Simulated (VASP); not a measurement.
# Al16O25 (a cell with a defect) in VASP: single point with r2SCANh

Aim: the single point of Al16O25 (a cell with a defect) with r2SCANh.

Program: VASP 6.6.1. These are calculated values, not measurements. Logs are shortened: lines on timing, memory, paths and dates and some standing lists are left out, and cuts for length are marked.

## Step 1: The cell of the first run

The cell holds a defect, 41 atoms: a = 5.181 Å, b = 10.361 Å, c = 10.361 Å, α = 55.29°, β = 55.29°, γ = 55.29°.

## Step 2: Single point, r2SCANh

POSCAR

```
Al16O25
1.0
    2.4039417600      1.3879164200      4.3742070900
   -4.8078835200      2.7758328500      8.7484141900
    0.0000000000     -5.5516656900      8.7484141900
Al O
16 25
Direct
    0.6383150200      0.3310940000      0.3254490200
    0.8448648500      0.4340306800      0.4282586200
    0.1461294800      0.0698144800      0.0739316500
    0.3407386700      0.1827666500      0.1868151500
    0.6673314100      0.3292798100      0.8132736600
    0.8199670000      0.4430259300      0.9274167900
    0.1449586600      0.0772795100      0.5767938100
    0.3538261000      0.1783986600      0.6759997200
    0.6381828700      0.8311129500      0.3241570200
    0.8486332900      0.9324062000      0.4255432100
    0.1331803600      0.5805535300      0.0781508800
    0.3418585500      0.6798204800      0.1793185800
    0.6420714100      0.8282432700      0.8226680200
    0.8485453100      0.9312029600      0.9254808900
    0.1389500400      0.5803311100      0.5740954200
    0.3480251700      0.6825401900      0.6762041800
    0.4386342900      0.0295726900      0.3801419700
    0.9391582200      0.1345468200      0.2729857200
    0.0402427800      0.3780489100      0.2393442400
    0.7435398400      0.2246406100      0.0319751600
    0.2459708300      0.2889504700      0.4674103000
    0.5276021000      0.4844399600      0.1281896800
    0.4465366200      0.0173811600      0.8786107400
    0.9591704600      0.1284495500      0.7721193800
    0.0433435600      0.3813906700      0.7187683300
    0.7445120800      0.2196201700      0.5393379300
    0.3326224500      0.2472645700      0.9065515300
    0.5482209300      0.4852579800      0.6209268500
    0.4338592500      0.5299976700      0.3806798800
    0.9297009100      0.6372487400      0.2764056800
    0.0481911300      0.8765071500      0.2270121500
    0.7425005900      0.7171799500      0.0368978300
    0.2434360600      0.7915329400      0.4650989200
    0.5476793100      0.9837174500      0.1219549200
    0.4438905600      0.5377395100      0.8750687800
    0.9389869900      0.6354626100      0.7714062600
    0.0529095800      0.8759245500      0.7266384300
    0.7434650000      0.7237645000      0.5328503200
    0.2409085700      0.7892300300      0.9676273100
    0.5571232900      0.9800902900      0.6194736400
    1.1540344600      0.3499950500      0.0098716000
```

INCAR.step1

```
  PREC = Accurate
  ENCUT = 1100
  EDIFF = 1E-5
  ISMEAR = -1
  SIGMA = 0.01
  LREAL = Auto
  LASPH = True
  NELM = 120
  ALGO = Normal
  ISIF = 2
  LWAVE = True
  LCHARG = False
  GGA = PE
  NBANDS = 125
  GGA_COMPAT = False
```

INCAR.step2

```
  PREC = Accurate
  ENCUT = 1100
  EDIFF = 1E-6
  ISMEAR = -1
  SIGMA = 0.01
  LREAL = Auto
  LASPH = True
  NELM = 120
  ALGO = Normal
  ISIF = 2
  LWAVE = False
  LCHARG = False
  METAGGA = R2SCAN
  LHFCALC = True
  AEXX = 0.1
  LMIXTAU = True
  PRECFOCK = Fast
  ISTART = 1
  NBANDS = 125
  GGA_COMPAT = False
```

KPOINTS

```
regular mesh
0
Gamma
  1 1 1
```

Potentials or basis: VASP PAW PBE potentials, release 64 (Al, O_h).

On the command line:

```bash
$ cat potpaw_PBE.64/Al/POTCAR potpaw_PBE.64/O_h/POTCAR > POTCAR
$ cp INCAR.step1 INCAR
$ mpirun -np 1 vasp_gam > vasp.out
$ cp INCAR.step2 INCAR
$ mpirun -np 1 vasp_gam > vasp.out
```

OUTCAR:

```text
PREC = Accurate
   ENCUT = 1100
   EDIFF = 1E-6
   ISMEAR = -1
   LREAL = Auto
   LASPH = True
   NELM = 120
   ISIF = 2
   METAGGA = R2SCAN
   LHFCALC = True
   AEXX = 0.1
   PRECFOCK = Fast
   ISTART = 1

 ion  position               nearest neighbor table
   1  0.638  0.331  0.325-  21 1.83  18 1.89  22 1.91  29 1.97  19 1.98  26 2.07   2 2.70  12 2.79
                             4 2.80   8 2.81   2 3.24  10 3.26   6 3.26
   2  0.845  0.434  0.428-  28 1.85  21 1.86  19 1.89  30 1.90  29 2.00  26 2.06   1 2.70  11 2.80
                            15 2.82   7 2.86   5 3.16   9 3.24   1 3.24
   3  0.146  0.070  0.074-  31 1.85  23 1.87  20 1.88  27 1.95  34 1.98  18 2.02  14 2.80  10 2.81
                             4 2.83   6 2.98  12 3.18   8 3.24   4 3.25
   4  0.341  0.183  0.187-  17 1.85  19 1.88  20 1.88  41 1.95  18 1.98  34 2.02   1 2.80   9 2.81
                             3 2.83   5 2.99   7 3.18  11 3.23   3 3.25
   5  0.667  0.329  0.813-  25 1.86  24 1.87  27 1.87  28 1.89  20 2.05  35 2.07  41 2.22   6 2.67
                             8 2.75  16 2.83   4 2.99   2 3.16  14 3.26
   6  0.820  0.443  0.927-  35 1.86  22 1.87  41 1.87  36 1.89  20 2.05  25 2.07  27 2.22   5 2.67
                            11 2.75  15 2.83   3 2.98  13 3.16   1 3.26
   7  0.145  0.077  0.577-  26 1.85  17 1.86  37 1.90  24 1.93  40 1.97  21 2.04   8 2.67  14 2.79
                            10 2.82   2 2.86   4 3.18  16 3.23   8 3.24
   8  0.354  0.178  0.676-  26 1.82  25 1.90  23 1.92  24 1.93  40 1.97  21 2.03   7 2.67   5 2.75
                            13 2.80   1 2.81   3 3.24   7 3.24  15 3.28
   9  0.638  0.831  0.324-  33 1.83  30 1.84  34 1.90  17 1.97  31 1.98  38 2.03  10 2.69   4 2.81
[... 38 lines left out ...]
  40  0.557  0.980  0.619-  10 1.84  13 1.90   8 1.97   7 1.97
  41  0.154  0.350  0.010-  27 1.48   6 1.87   4 1.95   5 2.22

  LATTYP: Found a base centered monoclinic cell.
 ALAT       =    14.1357249055
 B/A-ratio  =     0.6802457681
 C/A-ratio  =     0.3664920511
 COS(beta)  =    -0.1016821385

  Lattice vectors:

 A1 = (   7.2118252800,  -1.3879164300,  -4.3742071000)
 A2 = (   2.4039417600,   6.9395821100,  -4.3742071000)
 A3 = (   2.4039417600,   1.3879164200,   4.3742070900)

Analysis of symmetry for initial positions (statically):
=====================================================================
 Subroutine PRICEL returns:
 Original cell was already a primitive cell.

 Routine SETGRP: Setting up the symmetry group for a
 base centered monoclinic supercell.

 Subroutine GETGRP returns: Found  1 space group operations
 (whereof  1 operations were pure point group operations)
 out of a pool of  4 trial point group operations.

The static configuration has the point symmetry C_1 .

Analysis of symmetry for dynamics (positions and initial velocities):
=====================================================================
 Subroutine PRICEL returns:
 Original cell was already a primitive cell.

 Routine SETGRP: Setting up the symmetry group for a
 base centered monoclinic supercell.

 Subroutine GETGRP returns: Found  1 space group operations
 (whereof  1 operations were pure point group operations)
 out of a pool of  4 trial point group operations.

The dynamic configuration has the point symmetry C_1 .

 Subroutine INISYM returns: Found  1 space group operations
 (whereof  1 operations are pure point group operations),
 and found     1 'primitive' translations

----------------------------------------------------------------------------------------

                                     Primitive cell

  volume of cell :     350.2659

  direct lattice vectors                    reciprocal lattice vectors
     2.403941760  1.387916420  4.374207090     0.207991728  0.120084080  0.076204287
    -4.807883520  2.775832850  8.748414190    -0.103995864  0.060042040  0.038102144
     0.000000000 -5.551665690  8.748414190    -0.000000000 -0.120084080  0.038102144

  length of vectors
     5.180630815 10.361261641 10.361261640     0.251967932  0.125983966  0.125983966

  position of ions in fractional coordinates (direct lattice)
     0.638315020  0.331094000  0.325449020
     0.844864850  0.434030680  0.428258620
     0.146129480  0.069814480  0.073931650
     0.340738670  0.182766650  0.186815150
     0.667331410  0.329279810  0.813273660
     0.819967000  0.443025930  0.927416790
[... 33 lines left out ...]
     0.557123290  0.980090290  0.619473640
     0.154034460  0.349995050  0.009871600

  ion indices of the primitive-cell ions
   primitive index   ion index
                 1           1
                 2           2
                 3           3
                 4           4
                 5           5
                 6           6
[... 33 lines left out ...]
                40          40
                41          41

----------------------------------------------------------------------------------------

 KPOINTS: regular mesh

Automatic generation of k-mesh.
 Grid dimensions read from file:
 generate k-points for:    1    1    1

 Generating k-lattice:

  Cartesian coordinates                     Fractional coordinates (reciprocal lattice)
     0.207991728  0.120084080  0.076204287     1.000000000  0.000000000  0.000000000
    -0.103995864  0.060042040  0.038102144    -0.000000000  1.000000000  0.000000000
    -0.000000000 -0.120084080  0.038102144     0.000000000  0.000000000  1.000000000

  Length of vectors
     0.251967932  0.125983966  0.125983966

  Shift w.r.t. Gamma in fractional coordinates (k-lattice)
     0.000000000  0.000000000  0.000000000

 Subroutine IBZKPT returns following result:
 ===========================================

 Found      1 irreducible k-points:

 Following reciprocal coordinates:
            Coordinates               Weight
  0.000000  0.000000  0.000000      1.000000
   k-points           NKPTS =      1   k-points in BZ     NKDIM =      1   number of bands    NBANDS=    125
   number of dos      NEDOS =    301   number of ions     NIONS =     41
   total plane-waves  NPLWV = 702464
   dimension x,y,z NGX =    56 NGY =  112 NGZ =  112
   dimension x,y,z NGXF=   112 NGYF=  224 NGZF=  224
   ions per type =              16  25
   NGX,Y,Z   is equivalent  to a cutoff of  17.97, 17.97, 17.97 a.u.
   NGXF,Y,Z  is equivalent  to a cutoff of  35.94, 35.94, 35.94 a.u.
 SYSTEM =  unknown system
   PREC   = accura    normal or accurate (medium, high low for compatibility)
   ISTART =      1    job   : 0-new  1-cont  2-samecut
   ICHARG =      0    charge: 1-file 2-atom 10-const
   ISPIN  =      1    spin polarized calculation?
   LNONCOLLINEAR =      F non collinear calculations
   LSORBIT =      F    spin-orbit coupling
   LASPH  =      T    aspherical Exc in radial PAW
   ENCUT  = 1100.0 eV  80.85 Ry    8.99 a.u.  14.01 28.02 28.02*2*pi/ulx,y,z
   NELM   =    120;   NELMIN=  2; NELMDL=  0     # of ELM steps
   EDIFF  = 0.1E-05   stopping-criterion for ELM
   LREAL  =      T    real-space projection
   EDIFFG = 0.1E-04   stopping-criterion for IOM
   NSW    =      0    number of steps for IOM
   IBRION =     -1    ionic relax: 0-MD 1-quasi-New 2-CG
   NFREE  =      0    steps in history (QN), initial steepest desc. (CG)
   ISIF   =      2    stress and relaxation
   ISYM   =      3    0-nonsym 1-usesym 2-fastsym
   POTIM  = 0.5000    time-step for ionic-motion
   TEBEG  =    0.0;   TEEND  =   0.0 temperature during run
   PSTRESS=    0.0 pullay stress
   NELECT =     198.0000    total number of electrons
   NUPDOWN=      -1.0000    fix difference up-down
   EMIN   =  10.00;   EMAX   =-10.00  energy-range for DOS
   EFERMI =   0.00;   METHOD = LEGACY
   ISMEAR =    -1;   SIGMA  =   0.01  broadening in eV -4-tet -1-fermi 0-gaus
   EFERMI_NEDOS =   21; number of points for ismear=-14 and -15
   IALGO  =     38    algorithm
   IMIX   =      1    mixing-type and parameters
     AMIX     =   0.40;   BMIX     =  1.00
     AMIX_MAG =   1.60;   BMIX_MAG =  1.00
  volume/ion in A,a.u.               =       8.54        57.65
  Fermi-wavevector in a.u.,A,eV,Ry     =   1.353622  2.557974 24.929839  1.832291
  Thomas-Fermi vector in A             =   2.480862
   LORBIT       =      0    0 simple, 1 ext, 2 COOP (PROOUT), +10 PAW based schemes
   METAGGA = R2SCAN    functional components
   LHFCALC =     T    Hartree Fock is set to
   PRECFOCK=fast      Normal, Fast or Accurate (Low or Medium for compatibility)
   ENCUT4O =  -1.0   cutoff for four orbital integrals eV
   NKREDX  =     1    reduce k-point grid by
   NKREDY  =     1    reduce k-point grid by
   NKREDZ  =     1    reduce k-point grid by
   AEXX    =    0.1000 exact exchange contribution
   HFSCREEN=    0.0000 screening length (either q_TF or 0.3 A-1)
   HFSCREENC=   0.0000 screening length for correlation (either q_TF or 0.3 A-1)
   ENCUTFOCK=  -1.0 apply spherical cutoff to Coloumb kernel
   IVDW    =     0    specifies the selected vdW correction
   LEPSILON=     F    determine dielectric tensor
   LRPA    =     F    only Hartree local field effects (RPA)
 non-spin polarized calculation
  energy-cutoff  :     1100.00
  volume of cell :      350.27
 maximum number of plane-waves:     14469
  NGX = 30; NGY = 60; NGZ = 60

 number of electron     198.0000001 magnetization

 Free energy of the ion-electron system (eV)
  ---------------------------------------------------
  ext. energy  EPLUGINS =         0.00000000
  ---------------------------------------------------
  free energy    TOTEN  =      -410.71155332 eV

  energy without entropy =     -410.71155332  energy(sigma->0) =     -410.71155332

 E-fermi :   6.2602     XC(G=0): -11.1252

 val. band max:        5.9818179995   @ k =   0.0000   0.0000   0.0000
 cond. band min:      12.6952336266   @ k =   0.0000   0.0000   0.0000
 fundamental gap:      6.7134156271
 Fermi energy:         6.2602463875

 k-point     1 :       0.0000    0.0000    0.0000
  band No.  band energies     occupation
      1     -17.6833      2.00000
      2     -14.8496      2.00000
      3     -14.0106      2.00000
      4     -13.9466      2.00000
      5     -13.8391      2.00000
      6     -13.7752      2.00000
[... 103 lines left out ...]
    110      17.1456      0.00000
    111      17.2928      0.00000
 [bands above 111 left out]

------------------------ aborting loop because EDIFF is reached ----------------------------------------

  FORCE on cell =-STRESS in cart. coord.  units (eV):
  Direction    XX          YY          ZZ          XY          YZ          ZX
  --------------------------------------------------------------------------------------
  -------------------------------------------------------------------------------------
  Total       -9.7762006     -6.6234512    -11.7917272     -2.6038706     -0.9826171     -1.6671922
  in kB      -44.7180493    -30.2968229    -53.9374199    -11.9105588     -4.4946625     -7.6260284
  external PRESSURE =     -42.9840973 kB  Pullay stress =       0.0000000 kB

 VOLUME and BASIS-vectors are now :
 -----------------------------------------------------------------------------
  energy-cutoff  :     1100.00
  volume of cell :      350.27
      direct lattice vectors                 reciprocal lattice vectors
     2.403941760  1.387916420  4.374207090     0.207991728  0.120084080  0.076204287
    -4.807883520  2.775832850  8.748414190    -0.103995864  0.060042040  0.038102144
     0.000000000 -5.551665690  8.748414190    -0.000000000 -0.120084080  0.038102144

 POSITION                                       TOTAL-FORCE (eV/Angst)
 -----------------------------------------------------------------------------------
     -0.05739     -0.00179      8.53583        -0.049337      0.000428      0.057468
     -0.05576     -0.00015     11.23928         0.020173      0.056960     -0.073402
      0.01563     -0.01383      1.89675         0.057575      0.038147      0.002961
     -0.05960     -0.05689      4.72372        -0.050620     -0.038535     -0.004207
      0.02109     -2.67480     12.91458         0.036400      0.056907     -0.019646
     -0.15886     -2.78090     15.57591        -0.069899     -0.005534      0.026229
[... 33 lines left out ...]
     -3.37287      0.05470     16.43062        -0.033499     -0.012440     -0.016293
     -1.31245      1.13051      3.82204         0.406469      0.184569     -0.526065
 -----------------------------------------------------------------------------------
    total drift:                                0.041276     -0.019066     -0.011471

  FREE ENERGIE OF THE ION-ELECTRON SYSTEM (eV)
  ---------------------------------------------------
  free  energy   TOTEN  =      -410.7115533239 eV

  energy  without entropy=     -410.7115533239  energy(sigma->0) =     -410.71155332
```

Wall time 19 min (1 thread of AMD EPYC 7R13 (Zen 3), shared host); peak memory 1.4 GiB.

What came out:

```
Free energy            : -410.7116 eV
Pressure               : -4.3 GPa
Largest force          : 0.690 eV/Å
Band gap on the k mesh : 6.71 eV
```

Forces on the atoms (eV/Å):
```
Al  -0.049  0.000  0.057
Al   0.020  0.057 -0.073
Al   0.058  0.038  0.003
Al  -0.051 -0.039 -0.004
Al   0.036  0.057 -0.020
Al  -0.070 -0.006  0.026
Al  -0.006 -0.031  0.058
Al   0.039 -0.009 -0.070
Al   0.010  0.002  0.036
Al   0.001 -0.011 -0.037
Al  -0.011 -0.033  0.079
Al   0.028 -0.011 -0.060
Al  -0.064  0.012  0.075
Al   0.022  0.041 -0.057
Al  -0.004 -0.007  0.021
Al   0.008 -0.010 -0.026
O    0.015  0.054 -0.008
O    0.037  0.021  0.021
O   -0.055 -0.033  0.001
O   -0.033  0.064  0.000
O    0.041 -0.044  0.020
O   -0.042  0.009 -0.002
O    0.055  0.033 -0.008
O    0.020  0.041  0.003
O   -0.035 -0.061 -0.012
O   -0.028  0.019 -0.010
O   -0.366 -0.268  0.519
O    0.003 -0.036  0.010
O    0.017  0.017 -0.004
O    0.026  0.015  0.016
O   -0.046  0.016  0.004
O   -0.005  0.028  0.015
O    0.019 -0.027 -0.001
O   -0.037 -0.025 -0.015
O    0.070 -0.010  0.020
O    0.027 -0.014 -0.009
O   -0.022 -0.008  0.000
O   -0.022  0.042  0.000
O    0.021 -0.058 -0.027
O   -0.033 -0.012 -0.016
O    0.406  0.185 -0.526
```

Stress tensor (GPa, compression positive):
```
-4.47 -1.19 -0.76
-1.19 -3.03 -0.45
-0.76 -0.45 -5.39
```

Caveat: the k points lie up to 1.22 Å⁻¹ apart; the PAW data sets were made with another functional, which shifts forces and pressure a little.
